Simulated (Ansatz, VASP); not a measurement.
## One calculation of Ta, two programs

```
Ta
1.0
    -1.60383    1.60383    1.91882
     1.60383   -1.60383    1.91882
     1.60383    1.60383   -1.91882
Ta
1
Direct
  0.00000 0.00000 0.00000
```

Alike in both runs: task single point; functional PBE; k mesh 20 × 20 × 20; occupations gaussian, width 0.15 eV; no spin polarisation.

|  | VASP | Ansatz |
| --- | --- | --- |
| version | VASP 6.6.1 | Ansatz 0.2.0 |
| potentials or method | VASP PAW PBE potentials, release 64 (Ta_pv), cutoff 520 eV | scalar-relativistic, plane waves, PAW |
| valence electrons in the cell | 11 | 13 |

VASP gave:

| Item | Value |
| --- | --- |
| gap on the k mesh at the Fermi level (eV) | none |
| pressure (GPa) | -10.8 |
| traceless stress, the component that is largest in VASP (GPa) | -7.39 |

**Question.** What did Ansatz give for the same quantities?

**Answer.** gap on the k mesh at the Fermi level (eV): none; pressure (GPa): -10.8; traceless stress, the component that is largest in VASP (GPa): -7.38.

A gap of «none» marks a metal or a gap that the smearing closes. VASP's potentials hold 11 valence electrons a cell and Ansatz's 13, so a difference there can come from the potentials and not from the codes.

Neither program's run includes spin-orbit coupling.
